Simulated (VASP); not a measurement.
Nb, 1 atom in the cell. It takes space group I4/mmm (No. 139, tetragonal). Conventional cell: a = 3.411 Å, b = 3.411 Å, c = 3.494 Å, α = 90.00°, β = 90.00°, γ = 90.00°. Within 3.9 Å of Nb (site symmetry 4/mmm) lie 14 Nb at 2.98 to 3.49 Å.  This cell differs from its parent crystal: strain +0.025 along x and y, +0.050 along z.

| Item | Value |
| --- | --- |
| Program | VASP 6.6.1 |
| Task | single point |
| Functional | r2SCAN |
| Potentials or basis | VASP PAW PBE potentials, release 64 (Nb_sv) |
| Cutoff | 520 eV |
| k mesh | 20 × 20 × 20 |
| Occupations | gaussian, width 0.15 eV |
| Spin | no spin polarisation |
| Dipole correction | no |
| Further INCAR settings | ALGO = Normal; EDIFF = 1e-06; NBANDS = 12 |

Potentials or basis: VASP PAW PBE potentials, release 64 (Nb_sv).

Command:

```bash
$ cat potpaw_PBE.64/Nb_sv/POTCAR > POTCAR
$ cp INCAR.step1 INCAR
$ mpirun -np 1 vasp_std > vasp.out
$ cp INCAR.step2 INCAR
$ mpirun -np 1 vasp_std > vasp.out
```

Hardware: 1 thread of Intel(R) Xeon(R) Platinum 8488C (Sapphire Rapids), on a shared host.

Q: How long does it take, and how much memory?

A: It took 4.4 min on 1 thread of Intel(R) Xeon(R) Platinum 8488C (Sapphire Rapids), with other jobs on the host, peak memory 0.27 GiB. Counts: k points 641.
